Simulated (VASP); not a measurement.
# YN (Fm-3m) in VASP: G0W0 quasiparticle levels with LDA

Aim: the G0W0 quasiparticle levels of YN with LDA.

Program: VASP 6.6.1. These are calculated values, not measurements. Logs are shortened: lines on timing, memory, paths and dates and some standing lists are left out, and cuts for length are marked.

## Step 1: The cell of the first run

It takes space group Fm-3m (No. 225, cubic). The conventional cell has a = 4.896 Å, b = 4.896 Å, c = 4.896 Å, α = 90.00°, β = 90.00°, γ = 90.00°. Y (site symmetry m-3m) has 6 N at 2.45 Å within 3.2 Å. N (site symmetry m-3m) has 6 Y at 2.45 Å within 3.2 Å.

## Step 2: G0W0 quasiparticle levels, LDA

The input, POSCAR:

```
YN
1.0
    0.0000000000      2.4480479768      2.4480479768
    2.4480479768      0.0000000000      2.4480479768
    2.4480479768      2.4480479768      0.0000000000
Y N
1 1
Direct
    0.0000000000      0.0000000000      0.0000000000
    0.5000000000      0.5000000000      0.5000000000
```

The input, INCAR.step1:

```
ALGO = Normal
EDIFF = 1E-8
ENCUT = 500
GGA = CA
ISMEAR = 0
LASPH = T
LCHARG = F
LREAL = F
LWAVE = T
NELM = 60
PREC = Accurate
SIGMA = 0.01
```

The input, INCAR.step2:

```
ALGO = Exact
EDIFF = 1E-8
ENCUT = 500
GGA = CA
ISMEAR = 0
ISTART = 1
LASPH = T
LCHARG = F
LOPTICS = T
LREAL = F
LWAVE = T
NBANDS = 98
NELM = 1
PREC = Accurate
SIGMA = 0.01
```

The input, INCAR.step3:

```
ALGO = EVGW0
EDIFF = 1E-8
ENCUT = 500
ENCUTGW = 60.0
GGA = CA
ISMEAR = 0
ISTART = 1
LASPH = T
LCHARG = F
LREAL = F
LWAVE = F
NBANDS = 98
NBANDSGW = 16
NELMGW = 1
NOMEGA = 48
PREC = Accurate
PRECFOCK = Fast
SIGMA = 0.01
```

The input, KPOINTS:

```
k-points
0
Gamma
  4 4 4
```

Potentials or basis: VASP PAW LDA potentials, release 64 (Y_sv_GW, N_GW).

Started as:

```bash
$ cat potpaw_LDA.64/Y_sv_GW/POTCAR potpaw_LDA.64/N_GW/POTCAR > POTCAR
$ cp INCAR.step1 INCAR
$ mpirun -np 1 vasp_std > vasp.out
$ cp INCAR.step2 INCAR
$ mpirun -np 1 vasp_std > vasp.out
$ cp INCAR.step3 INCAR
$ mpirun -np 1 vasp_std > vasp.out
```

OUTCAR:

```text
EDIFF = 1E-8
   ENCUT = 500
   ENCUTGW = 60.0
   GGA = CA
   ISMEAR = 0
   ISTART = 1
   LASPH = T
   LREAL = F
   NELMGW = 1
   PREC = Accurate
   PRECFOCK = Fast

 ion  position               nearest neighbor table
   1  0.000  0.000  0.000-
   2  0.500  0.500  0.500-

  LATTYP: Found a face centered cubic cell.
 ALAT       =     4.8960959536

  Lattice vectors:

 A1 = (   0.0000000000,   2.4480479768,   2.4480479768)
 A2 = (   2.4480479768,   0.0000000000,   2.4480479768)
 A3 = (   2.4480479768,   2.4480479768,   0.0000000000)

Analysis of symmetry for initial positions (statically):
=====================================================================
 Subroutine PRICEL returns:
 Original cell was already a primitive cell.

 Routine SETGRP: Setting up the symmetry group for a
 face centered cubic supercell.

 Subroutine GETGRP returns: Found 48 space group operations
 (whereof 48 operations were pure point group operations)
 out of a pool of 48 trial point group operations.

The static configuration has the point symmetry O_h .

Analysis of symmetry for dynamics (positions and initial velocities):
=====================================================================
 Subroutine PRICEL returns:
 Original cell was already a primitive cell.

 Routine SETGRP: Setting up the symmetry group for a
 face centered cubic supercell.

 Subroutine GETGRP returns: Found 48 space group operations
 (whereof 48 operations were pure point group operations)
 out of a pool of 48 trial point group operations.

The dynamic configuration has the point symmetry O_h .

 Subroutine INISYM returns: Found 48 space group operations
 (whereof 48 operations are pure point group operations),
 and found     1 'primitive' translations

----------------------------------------------------------------------------------------

                                     Primitive cell

  volume of cell :      29.3420

  direct lattice vectors                    reciprocal lattice vectors
     0.000000000  2.448047977  2.448047977    -0.204244363  0.204244363  0.204244363
     2.448047977  0.000000000  2.448047977     0.204244363 -0.204244363  0.204244363
     2.448047977  2.448047977  0.000000000     0.204244363  0.204244363 -0.204244363

  length of vectors
     3.462062650  3.462062650  3.462062650     0.353761614  0.353761614  0.353761614

  position of ions in fractional coordinates (direct lattice)
     0.000000000  0.000000000  0.000000000
     0.500000000  0.500000000  0.500000000

  ion indices of the primitive-cell ions
   primitive index   ion index
                 1           1
                 2           2

----------------------------------------------------------------------------------------

 KPOINTS: k-points

Automatic generation of k-mesh.
 Grid dimensions read from file:
 generate k-points for:    4    4    4

 Generating k-lattice:

  Cartesian coordinates                     Fractional coordinates (reciprocal lattice)
    -0.051061091  0.051061091  0.051061091     0.250000000  0.000000000  0.000000000
     0.051061091 -0.051061091  0.051061091     0.000000000  0.250000000  0.000000000
     0.051061091  0.051061091 -0.051061091     0.000000000  0.000000000  0.250000000

  Length of vectors
     0.088440404  0.088440404  0.088440404

  Shift w.r.t. Gamma in fractional coordinates (k-lattice)
     0.000000000  0.000000000  0.000000000

 Subroutine IBZKPT returns following result:
 ===========================================

 Found      8 irreducible k-points:

 Following reciprocal coordinates:
            Coordinates               Weight
  0.000000  0.000000  0.000000      1.000000
  0.250000  0.000000  0.000000      8.000000
  0.500000  0.000000  0.000000      4.000000
  0.250000  0.250000  0.000000      6.000000
  0.500000  0.250000  0.000000     24.000000
 -0.250000  0.250000  0.000000     12.000000
  0.500000  0.500000  0.000000      3.000000
 -0.250000  0.500000  0.250000      6.000000
   k-points           NKPTS =      8   k-points in BZ     NKDIM =     64   number of bands    NBANDS=     98
   number of dos      NEDOS =    301   number of ions     NIONS =      2
   total plane-waves  NPLWV =  21952
   dimension x,y,z NGX =    28 NGY =   28 NGZ =   28
   dimension x,y,z NGXF=    56 NGYF=   56 NGZF=   56
   ions per type =               1   1
   NGX,Y,Z   is equivalent  to a cutoff of  13.45, 13.45, 13.45 a.u.
   NGXF,Y,Z  is equivalent  to a cutoff of  26.89, 26.89, 26.89 a.u.
 SYSTEM =  unknown system
   PREC   = accura    normal or accurate (medium, high low for compatibility)
   ISTART =      1    job   : 0-new  1-cont  2-samecut
   ICHARG =      0    charge: 1-file 2-atom 10-const
   ISPIN  =      1    spin polarized calculation?
   LNONCOLLINEAR =      F non collinear calculations
   LSORBIT =      F    spin-orbit coupling
   LASPH  =      T    aspherical Exc in radial PAW
   ENCUT  =  500.0 eV  36.75 Ry    6.06 a.u.   6.31  6.31  6.31*2*pi/ulx,y,z
   NELM   =     60;   NELMIN=  2; NELMDL=  0     # of ELM steps
   EDIFF  = 0.1E-07   stopping-criterion for ELM
   LREAL  =      F    real-space projection
   EDIFFG = 0.1E-06   stopping-criterion for IOM
   NSW    =      0    number of steps for IOM
   IBRION =     -1    ionic relax: 0-MD 1-quasi-New 2-CG
   NFREE  =      0    steps in history (QN), initial steepest desc. (CG)
   ISIF   =      0    stress and relaxation
   ISYM   =      3    0-nonsym 1-usesym 2-fastsym
   POTIM  = 0.5000    time-step for ionic-motion
   TEBEG  =    0.0;   TEEND  =   0.0 temperature during run
   PSTRESS=    0.0 pullay stress
   NELECT =      16.0000    total number of electrons
   NUPDOWN=      -1.0000    fix difference up-down
   EMIN   =  10.00;   EMAX   =-10.00  energy-range for DOS
   EFERMI =   0.00;   METHOD = LEGACY
   ISMEAR =     0;   SIGMA  =   0.01  broadening in eV -4-tet -1-fermi 0-gaus
   EFERMI_NEDOS =   21; number of points for ismear=-14 and -15
   IALGO  =     38    algorithm
   IMIX   =      4    mixing-type and parameters
     AMIX     =   0.40;   BMIX     =  1.00
     AMIX_MAG =   1.60;   BMIX_MAG =  1.00
  volume/ion in A,a.u.               =      14.67        99.00
  Fermi-wavevector in a.u.,A,eV,Ry     =   1.337473  2.527457 24.338551  1.788833
  Thomas-Fermi vector in A             =   2.466019
   LORBIT       =      0    0 simple, 1 ext, 2 COOP (PROOUT), +10 PAW based schemes
   GGA     = CA    functional components
   LHFCALC =     T    Hartree Fock is set to
   PRECFOCK=fast      Normal, Fast or Accurate (Low or Medium for compatibility)
   ENCUT4O =  -1.0   cutoff for four orbital integrals eV
   NKREDX  =     1    reduce k-point grid by
   NKREDY  =     1    reduce k-point grid by
   NKREDZ  =     1    reduce k-point grid by
   AEXX    =    1.0000 exact exchange contribution
   HFSCREEN=    0.0000 screening length (either q_TF or 0.3 A-1)
   HFSCREENC=   0.0000 screening length for correlation (either q_TF or 0.3 A-1)
   ENCUTFOCK=  -1.0 apply spherical cutoff to Coloumb kernel
   IVDW    =     0    specifies the selected vdW correction
   LEPSILON=     F    determine dielectric tensor
   LRPA    =     F    only Hartree local field effects (RPA)
   LRPAFORCE           =     F    calculate RPA forces
   ENCUTGW             =  60.0    cutoff for response function in eV
   ENCUTGWSOFT         =  48.0    soft cutoff for Coulomb kernel in GW response function in eV
   ENCUTLF             =  -1.0    cutoff for local field effects
   NELMGW              =     1    number of iterations in solving QP/BSE equation
   NELMHF              =     1    number of iterations in the inner HF iteration
   NKREDLFX            =     1    NKREDLFY  =   1   NKREDLFZ  =   1
 non-spin polarized calculation
 Gauss-broadening in eV      SIGMA  =   0.01
  energy-cutoff  :      500.00
  volume of cell :       29.34
 maximum number of plane-waves:       754
 NGX is ok and might be reduce to    28
  NGX = 14; NGY = 14; NGZ = 14
   NGX = 13   NGY = 13   NGZ = 13
 maximum number of plane-waves:        34
 NGX is ok and might be reduce to    10

 QP shifts <psi_nk| G(iteration)W_0 |psi_nk>: iteration 1
 for sc-GW calculations column KS-energies equals QP-energies in previous step
 and V_xc(KS)=  KS-energies - (<T + V_ion + V_H > + <T+V_H+V_ion>^1  + <V_x>^1)

 k-point   1 :       0.0000    0.0000    0.0000
  band No.  KS-energies  QP-energies   sigma(KS)   V_xc(KS)     V^pw_x(r,r')   Z            occupation Imag(sigma)

      1     -33.3156     -34.6880     -21.3344     -19.1560     -31.8281       0.6300       2.0000       1.2602
      2     -13.1024     -14.1440     -19.7465     -18.3090     -25.4424       0.7246       2.0000       0.5551
      3     -13.1024     -14.1440     -19.7465     -18.3090     -25.4424       0.7246       2.0000       0.5551
      4     -13.1024     -14.1440     -19.7465     -18.3090     -25.4424       0.7246       2.0000       0.5551
      5      -5.3724      -6.1137     -16.8155     -15.7026     -24.8663       0.6661       2.0000       1.1714
      6       7.2931       7.5117     -16.3264     -16.6225     -19.5106       0.7382       1.9313       0.2412
[... 8 lines left out ...]
     15      17.9499      18.2130      -8.3144      -8.6404      -2.4138       0.8069       0.0000      -0.6930
     16      30.5784      32.4682     -11.9777     -14.2808      -5.5310       0.8205       0.0000      -1.4882

 k-point   2 :       0.2500    0.0000    0.0000
  band No.  KS-energies  QP-energies   sigma(KS)   V_xc(KS)     V^pw_x(r,r')   Z            occupation Imag(sigma)

      1     -33.2557     -34.6321     -21.3815     -19.2069     -31.8549       0.6329       2.0000       1.2530
      2     -13.7097     -14.7071     -19.1517     -17.7639     -25.2763       0.7187       2.0000       0.7270
      3     -13.1461     -14.1892     -19.7134     -18.2720     -25.4036       0.7237       2.0000       0.5472
      4     -13.1461     -14.1892     -19.7134     -18.2720     -25.4036       0.7237       2.0000       0.5472
      5      -4.4736      -5.2413     -17.5838     -16.4618     -25.1976       0.6842       2.0000       1.0289
      6       4.8255       4.7713     -14.3501     -14.2761     -17.6871       0.7331       2.0000       0.3343
[... 8 lines left out ...]
     15      20.8419      21.5721     -10.0425     -10.9582      -3.7991       0.7974       0.0000      -0.8798
     16      25.2336      26.1890     -10.1946     -11.3681      -3.8527       0.8142       0.0000      -0.9987

 k-point   3 :       0.5000    0.0000    0.0000
  band No.  KS-energies  QP-energies   sigma(KS)   V_xc(KS)     V^pw_x(r,r')   Z            occupation Imag(sigma)

      1     -33.1942     -34.5734     -21.4283     -19.2572     -31.8820       0.6352       2.0000       1.2453
      2     -14.2346     -15.1983     -18.7156     -17.3665     -25.1541       0.7144       2.0000       0.8536
      3     -13.1887     -14.2353     -19.6816     -18.2364     -25.3654       0.7242       2.0000       0.5386
      4     -13.1887     -14.2353     -19.6816     -18.2364     -25.3654       0.7242       2.0000       0.5386
      5      -3.5727      -4.3470     -18.3420     -17.2401     -25.6385       0.7027       2.0000       0.9047
      6       3.1523       2.9769     -13.5040     -13.2647     -17.3967       0.7326       2.0000       0.5065
[... 8 lines left out ...]
     15      20.7506      21.4285      -9.9355     -10.7844      -4.2243       0.7986       0.0000      -0.5756
     16      20.7506      21.4285      -9.9355     -10.7844      -4.2243       0.7986       0.0000      -0.5756

 k-point   4 :       0.2500    0.2500    0.0000
  band No.  KS-energies  QP-energies   sigma(KS)   V_xc(KS)     V^pw_x(r,r')   Z            occupation Imag(sigma)

      1     -33.2355     -34.6154     -21.3969     -19.2203     -31.8631       0.6340       2.0000       1.2537
      2     -13.6310     -14.6487     -19.2306     -17.8170     -25.2603       0.7199       2.0000       0.6888
      3     -13.2697     -14.3096     -19.6104     -18.1704     -25.3637       0.7222       2.0000       0.5827
      4     -13.2697     -14.3096     -19.6104     -18.1704     -25.3637       0.7222       2.0000       0.5827
      5      -4.6243      -5.3709     -17.4933     -16.3919     -25.2313       0.6779       2.0000       1.0461
      6       4.6378       4.6026     -14.7378     -14.6894     -18.5101       0.7255       2.0000       0.3735
[... 8 lines left out ...]
     15      22.1644      22.8500      -9.5744     -10.4190      -3.2584       0.8117       0.0000      -0.9818
     16      24.5134      25.6177     -11.2270     -12.6125      -4.8963       0.7970       0.0000      -0.9218
[... 24 lines left out ...]
      1     -33.1950     -34.5743     -21.4287     -19.2562     -31.8819       0.6349       2.0000       1.2488
      2     -13.9181     -14.9090     -18.9808     -17.6017     -25.2176       0.7185       2.0000       0.7697
      3     -13.4918     -14.5294     -19.4158     -17.9713     -25.2542       0.7183       2.0000       0.6294
      4     -13.1909     -14.2390     -19.6811     -18.2333     -25.3722       0.7239       2.0000       0.5435
      5      -4.0401      -4.7958     -17.9754     -16.8800     -25.4792       0.6899       2.0000       0.9651
      6       3.9954       3.8942     -14.1341     -13.9950     -17.9194       0.7277       2.0000       0.4217
[... 8 lines left out ...]
     15      20.4143      21.5165     -11.7904     -13.2177      -5.6672       0.7723       0.0000      -0.6843
     16      21.5410      22.6073     -11.6695     -13.0246      -5.3409       0.7868       0.0000      -0.9452

 k-point   7 :       0.5000    0.5000    0.0000
  band No.  KS-energies  QP-energies   sigma(KS)   V_xc(KS)     V^pw_x(r,r')   Z            occupation Imag(sigma)

      1     -33.1553     -34.5440     -21.4601     -19.2867     -31.8998       0.6389       2.0000       1.2529
      2     -13.9653     -15.0060     -19.0164     -17.5645     -25.0721       0.7168       2.0000       0.7423
      3     -13.4339     -14.4697     -19.4811     -18.0394     -25.3008       0.7185       2.0000       0.6118
      4     -13.4339     -14.4697     -19.4811     -18.0394     -25.3008       0.7185       2.0000       0.6118
      5      -4.9310      -5.6164     -17.1896     -16.1596     -25.2438       0.6654       2.0000       1.1100
      6       5.7765       5.7012     -15.4725     -15.3696     -19.1261       0.7320       2.0000       0.2998
[... 8 lines left out ...]
     15      18.4672      19.5470     -11.3954     -12.7604      -5.7742       0.7910       0.0000      -0.4482
     16      23.4263      24.4566     -11.3098     -12.6302      -4.5672       0.7803       0.0000      -1.0330

 k-point   8 :      -0.2500    0.5000    0.2500
  band No.  KS-energies  QP-energies   sigma(KS)   V_xc(KS)     V^pw_x(r,r')   Z            occupation Imag(sigma)

      1     -33.1548     -34.5436     -21.4604     -19.2877     -31.9000       0.6392       2.0000       1.2502
      2     -13.7062     -14.7457     -19.2362     -17.7882     -25.1700       0.7179       2.0000       0.6778
      3     -13.7062     -14.7457     -19.2362     -17.7882     -25.1700       0.7179       2.0000       0.6778
      4     -13.5162     -14.5309     -19.3588     -17.9476     -25.3254       0.7190       2.0000       0.6541
      5      -4.4294      -5.1443     -17.6435     -16.5866     -25.4057       0.6764       2.0000       1.0256
      6       5.1124       5.1464     -15.0990     -15.1461     -18.7563       0.7235       2.0000       0.3414
[... 8 lines left out ...]
     15      20.5095      21.5825     -11.8808     -13.2672      -5.4817       0.7739       0.0000      -0.8691
     16      20.5095      21.5825     -11.8808     -13.2672      -5.4817       0.7739       0.0000      -0.8691
```

It took 2.7 min on 1 thread of Intel Xeon 8259CL, shared host; peak memory 0.24 GiB.

Results:

| Quantity | Value |
| --- | --- |
| Band gap on the k mesh, mean-field level | 0.03 eV, indirect (least direct gap 0.42 eV) |
| Quasiparticle gap | 0.38 eV |
| Least direct quasiparticle gap | 0.86 eV |

Levels at points of the mesh, in eV from the valence-band top:
```
           k point  band 4  band 5  band 6  band 7  band 8  band 9  band 10  band 11  band 12
(0.00, 0.00, 0.00)  -20.40  -12.67    0.00    0.00    0.00    2.97     2.97     2.97     4.08
(0.50, 0.00, 0.00)  -20.48  -10.87   -4.14   -2.28   -2.28    5.58     6.23     6.23     6.58
(0.50, 0.50, 0.00)  -20.73  -12.22   -1.52   -0.39   -0.39    0.03     6.74     7.16     7.78
```

Caveat: the k points lie up to 0.56 Å⁻¹ apart; bands, screening cutoff and mesh are small and nothing is extrapolated, so the quasiparticle values aren't converged. A k mesh can miss the band edges.
